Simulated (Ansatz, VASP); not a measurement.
## TiSi2: VASP beside Ansatz

```
Ti Si
1.0
     4.80774    0.00000    0.00000
     0.00000   -4.13518    4.27960
     0.00000   -4.13518   -4.27960
Ti Si
4 8
Direct
  0.25000 0.50000 0.00000
  0.75000 0.00000 0.50000
  0.00000 0.50000 0.50000
  0.50000 0.00000 0.00000
  0.75000 0.66318 0.16318
  0.25000 0.16318 0.66318
  0.75000 0.33682 0.83682
  0.25000 0.83682 0.33682
  0.00000 0.83682 0.83682
  0.50000 0.33682 0.33682
  0.00000 0.16318 0.16318
  0.50000 0.66318 0.66318
```

Alike in both runs: task relaxation of cell and atoms; functional PBE; k mesh 8 × 6 × 6; occupations gaussian, width 0.1 eV; no spin polarisation.

|  | VASP | Ansatz |
| --- | --- | --- |
| version | VASP 6.6.1 | Ansatz 0.2.0 |
| potentials or method | VASP PAW PBE potentials, release 64 (Ti_sv, Si), cutoff 600 eV | scalar-relativistic, plane waves, PAW |
| valence electrons in the cell | 80 | 80 |

```csv
,VASP,Ansatz,Ansatz less VASP
"gap on the k mesh at the Fermi level, each at its own relaxed structure (eV)",none,none,-
relaxed volume (Å³/atom),14.18,14.18,0.000
relaxed cell length with the largest relative difference (Å),5.951,5.951,0.0000
```

A gap of «none» marks a metal or a gap that the smearing closes.

Noted on VASP's run: the relaxation stopped at its first step, so nothing moved.
